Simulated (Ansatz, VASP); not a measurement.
## Ta in VASP and in Ansatz

```xyz
1
Lattice="-1.6595 1.6595 1.9084 1.6595 -1.6595 1.9084 1.6595 1.6595 -1.9084" Properties=species:S:1:pos:R:3 pbc="T T T"
Ta    0.0000    0.0000    0.0000
```

Change from the starting cell: normal strain along x +0.0000, normal strain along z +0.1500.

Alike in both runs: task single point; functional PBE; k mesh 18 × 18 × 18; occupations gaussian, width 0.15 eV; no spin polarisation.

|  | VASP | Ansatz |
| --- | --- | --- |
| version | VASP 6.6.1 | Ansatz 0.2.0 |
| potentials or method | VASP PAW PBE potentials, release 64 (Ta_pv), cutoff 520 eV | scalar-relativistic, plane waves, PAW |
| valence electrons in the cell | 11 | 13 |

VASP gave:

* gap on the k mesh at the Fermi level (eV): none
* pressure (GPa): -19.8
* traceless stress, the component that is largest in VASP (GPa): -5.02

**Question.** Estimate Ansatz's values.

**Answer.** gap on the k mesh at the Fermi level (eV): none; pressure (GPa): -19.7; traceless stress, the component that is largest in VASP (GPa): -5.01.

A gap of «none» marks a metal or a gap that the smearing closes. The functional is the same, so the differences come from potentials, cutoffs and numerics. VASP's potentials hold 11 valence electrons a cell and Ansatz's 13, so a difference there can come from the potentials and not from the codes.

Neither program's run includes spin-orbit coupling.
